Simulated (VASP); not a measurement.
Be16Se9S7: single point with PBEsol

Be16Se9S7:

```
Be Se S
1.0
    10.00273    0.00000    0.00000
     0.00000   10.00273    0.00000
     0.00000    0.00000   10.00273
Be Se S
32 18 14
Cartesian
  9.9392 9.9349 9.9519
  0.0680 9.9403 4.9384
  0.0732 5.0544 0.0586
  0.0363 5.0617 5.0518
  4.9432 0.0324 0.0541
  5.0978 9.9885 4.9985
  5.0532 5.0570 0.0456
  4.8855 4.9998 4.9817
  2.5581 2.4517 9.9508
  2.5593 2.5376 5.0468
  2.4623 7.5597 0.0501
  2.4637 7.4632 4.9426
  7.4974 2.3843 10.0016
  7.4484 2.4510 5.0452
  7.5057 7.5179 0.1004
  7.4535 7.5606 4.9374
  2.5104 9.8922 2.5066
  2.5080 9.9876 7.6080
  2.5100 5.1132 2.4920
  2.5067 4.9991 7.4092
  7.4540 9.9364 2.4378
  7.5012 0.0860 7.5093
  7.4507 5.0523 2.4642
  7.5012 5.0032 7.5129
  0.0056 2.4969 2.5063
  9.9482 2.4379 7.5679
  0.0409 7.5621 2.4451
  0.1080 7.5103 7.5057
  5.0522 2.4389 2.4430
  4.9436 2.4490 7.4577
  4.9851 7.5121 2.5063
  4.9976 7.5145 7.5144
  1.2559 1.1959 1.2283
  1.2684 1.2325 6.2814
  6.2269 6.2561 6.2251
  3.7671 3.7662 1.2529
  3.7419 8.7554 6.2417
  8.7431 3.7531 1.2395
  8.7566 3.7378 6.2682
  8.7707 8.7639 6.2539
  3.7798 1.2207 3.7509
  3.7284 6.2688 8.7720
  8.7312 1.2067 3.7386
  8.7683 6.2963 3.7254
  8.7849 6.2836 8.7841
  1.2823 3.7944 3.7645
  1.2690 3.7511 8.7446
  6.2252 3.7514 3.7514
  6.2385 3.7132 8.7591
  6.2525 8.7887 8.7956
  1.2727 6.3169 1.2659
  1.2853 6.2734 6.2406
  6.2516 1.2026 1.2385
  6.2386 1.2459 6.2698
  6.2405 6.3012 1.2829
  3.7538 3.7533 6.2540
  3.7527 8.7418 1.2681
  8.7552 8.7538 1.2506
  3.7671 1.2306 8.7598
  3.7397 6.2859 3.7367
  8.7403 1.2146 8.7741
  1.2717 8.7128 3.7227
  1.2562 8.7532 8.7850
  6.2390 8.7550 3.7119
```

```json
{
 "Program": "VASP 6.6.1",
 "Task": "single point",
 "Functional": "PBEsol",
 "Potentials or basis": "VASP PAW PBE potentials, release 64 (Be, Se, S)",
 "Cutoff": "520 eV",
 "k mesh": "1 × 1 × 1, shifted",
 "Occupations": "fermi-dirac, width 0.05 eV",
 "Spin": "no spin polarisation"
}
```

```json
{"Pressure": "0.3 GPa", "Largest force": "0.059 eV/Å", "Band gap on the k mesh": "3.27 eV"}
```

Forces in eV/Å, atoms in the order of the input:
```
Be   0.029  0.016  0.029
Be   0.042  0.012  0.018
Be   0.036  0.034  0.027
Be   0.028  0.036  0.027
Be   0.011  0.026  0.035
Be   0.037  0.013  0.029
Be   0.029  0.042  0.030
Be   0.009  0.035  0.028
Be   0.033  0.015  0.024
Be   0.024  0.022  0.029
Be   0.023  0.040  0.032
Be   0.026  0.025  0.021
Be   0.028  0.016  0.030
Be   0.021  0.017  0.031
Be   0.022  0.021  0.036
Be   0.018  0.038  0.023
Be   0.027  0.012  0.028
Be   0.023  0.012  0.043
Be   0.024  0.045  0.012
Be   0.030  0.034  0.018
Be   0.025  0.018  0.022
Be   0.023  0.026  0.024
Be   0.021  0.041  0.017
Be   0.024  0.033  0.032
Be   0.033  0.021  0.020
Be   0.019  0.015  0.044
Be   0.032  0.035  0.013
Be   0.042  0.023  0.020
Be   0.034  0.017  0.016
Be   0.013  0.020  0.028
Be   0.016  0.032  0.027
Be   0.029  0.029  0.031
Se  -0.028 -0.015 -0.012
Se  -0.019 -0.011 -0.037
Se  -0.022 -0.037 -0.027
Se  -0.031 -0.035 -0.020
Se  -0.031 -0.011 -0.035
Se  -0.030 -0.031 -0.025
Se  -0.025 -0.025 -0.040
Se  -0.038 -0.022 -0.019
Se  -0.035 -0.014 -0.021
Se  -0.020 -0.031 -0.027
Se  -0.025 -0.011 -0.019
Se  -0.027 -0.038 -0.013
Se  -0.037 -0.029 -0.030
Se  -0.029 -0.037 -0.024
Se  -0.035 -0.023 -0.023
Se  -0.014 -0.032 -0.025
Se  -0.016 -0.024 -0.028
Se  -0.014 -0.026 -0.034
S   -0.030 -0.042 -0.014
S   -0.033 -0.030 -0.016
S   -0.026 -0.017 -0.026
S   -0.020 -0.026 -0.031
S   -0.020 -0.038 -0.036
S   -0.023 -0.032 -0.031
S   -0.018 -0.026 -0.030
S   -0.031 -0.029 -0.015
S   -0.020 -0.020 -0.034
S   -0.022 -0.032 -0.021
S   -0.034 -0.011 -0.043
S   -0.032 -0.020 -0.024
S   -0.022 -0.021 -0.035
S   -0.024 -0.021 -0.027
```

Stress tensor (GPa, compression positive):
```
 0.24 -0.07 -0.08
-0.07  0.26 -0.07
-0.08 -0.07  0.26
```

Levels at points of the mesh, in eV from the valence-band top:
| k point | band 126 | band 127 | band 128 | band 129 | band 130 | band 131 |
| --- | --- | --- | --- | --- | --- | --- |
| (0.25, 0.25, 0.25) | -0.49 | -0.04 | 0.00 | 3.27 | 3.27 | 3.35 |

It took 19 min on 1 thread of Intel(R) Xeon(R) Platinum 8488C (Sapphire Rapids), with other jobs on the host, peak memory 1.2 GiB.

Caveat: the PAW data sets were made with another functional, which shifts forces and pressure a little; a shifted mesh leaves out Γ, where band edges can lie. A k mesh can miss the band edges.
